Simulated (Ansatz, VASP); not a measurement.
**Rh: VASP beside Ansatz**

```xyz
1
Lattice="-0.0190 1.8920 1.8920 1.8920 -0.0190 1.8920 1.8920 1.8920 -0.0190" Properties=species:S:1:pos:R:3 pbc="T T T"
Rh    0.0000    0.0000    0.0000
```

Change from the starting cell: equal xy, yz and zx shear strains of -1 %, PAW files.

Alike in both runs: task electric field gradients; functional PBEsol; k mesh 16 × 16 × 16; occupations fermi-dirac, width 0.08 eV; no spin polarisation.

|  | VASP | Ansatz |
| --- | --- | --- |
| version | VASP 6.6.1 | Ansatz 0.2.0 |
| potentials or method | VASP PAW PBE potentials, release 64 (Rh_pv) | PAW with Ansatz's default frozen-core files, scalar-relativistic |
| plane-wave cutoff (eV) | 520 | 420 |
| valence electrons in the cell | 15 | 17 |

Ansatz gave:

| Property | Result |
| --- | --- |
| pressure (GPa) | -4.8 |
| traceless stress, the component that is largest in VASP (GPa) | 1.97 |
| size of Vzz on the site where it differs most (V/Å²) | 0.1 |

Problem. What did VASP give for the same quantities?

Solution. Pressure (GPa): -4.8; traceless stress, the component that is largest in VASP (GPa): 1.97; size of Vzz on the site where it differs most (V/Å²): 1.7.

VASP's potentials were made for PBE, not for PBEsol. VASP's potentials hold 15 valence electrons a cell and Ansatz's 17, so a difference there can come from the potentials and not from the codes.
